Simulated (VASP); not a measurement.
Wanted: the native input for a VASP 6.6.1 run.

```
Task                   : single point
Functional             : PBE
Potentials or basis    : VASP PAW PBE potentials, release 64 (Hf_pv, Pd, Se, Br, O)
Cutoff                 : 520 eV
k mesh                 : 3 × 3 × 3
Occupations            : fermi-dirac, width 0.05 eV
Spin                   : no spin polarisation
Dipole correction      : no
Further INCAR settings : ALGO = Normal; EDIFF = 1e-06; NBANDS = 53
```

The structure of Hf2Pd2Se2Br2O3 lies in POSCAR:

```
Hf2Pd2Se2Br2O3
1.0
    5.7607000000      0.0000000000      0.0000000000
   -0.5224700000      5.8472000000      0.0000000000
   -1.4884500000     -0.8866300000      6.6503700000
Hf Pd Se Br O
2 2 2 2 3
Direct
    0.7454000000      0.3960200000      0.3498900000
    0.2876300000      0.4532200000      0.5940100000
    0.9085400000      0.1329400000      0.8484900000
    0.2524900000      0.9032300000      0.3587400000
    0.6346900000      0.4035500000      0.9371600000
    0.6259700000      0.7817400000      0.5302300000
    0.8527300000      0.9908900000      0.1535500000
    0.2252600000      0.8208400000      0.8622300000
    0.9604000000      0.2892500000      0.5902600000
    0.4323300000      0.2452400000      0.4086400000
    0.0745700000      0.5830800000      0.3668200000
```

These files were run (other wordings do the same):

INCAR

```
SYSTEM = Hf2Pd2Se2Br2O3
ALGO = Normal
EDIFF = 1E-6
ENCUT = 520
GGA = PE
ISIF = 2
ISMEAR = -1
LASPH = .True.
LCHARG = .False.
LREAL = .False.
LWAVE = .False.
NBANDS = 53
NELM = 80
PREC = Accurate
SIGMA = 0.05
```

KPOINTS

```
k-points
0
Gamma
  3 3 3
  0 0 0
```

Potentials or basis: VASP PAW PBE potentials, release 64 (Hf_pv, Pd, Se, Br, O).

Run with:

```sh
$ cat potpaw_PBE.64/Hf_pv/POTCAR potpaw_PBE.64/Pd/POTCAR potpaw_PBE.64/Se/POTCAR potpaw_PBE.64/Br/POTCAR potpaw_PBE.64/O/POTCAR > POTCAR
$ mpirun -np 1 vasp_std > vasp.out
```

Results of the run:

```json
{
 "Pressure": "-0.6 GPa",
 "Largest force": "0.182 eV/Å",
 "Band gap on the k mesh": "0.33 eV, indirect (least direct gap 0.48 eV)"
}
```

Caveat: spin-orbit coupling is left out, which moves the levels of the heavy elements.

Run time: 4.2 min on 1 thread of Intel Xeon 6975P-C, with other jobs on the host, peak memory 0.46 GiB.
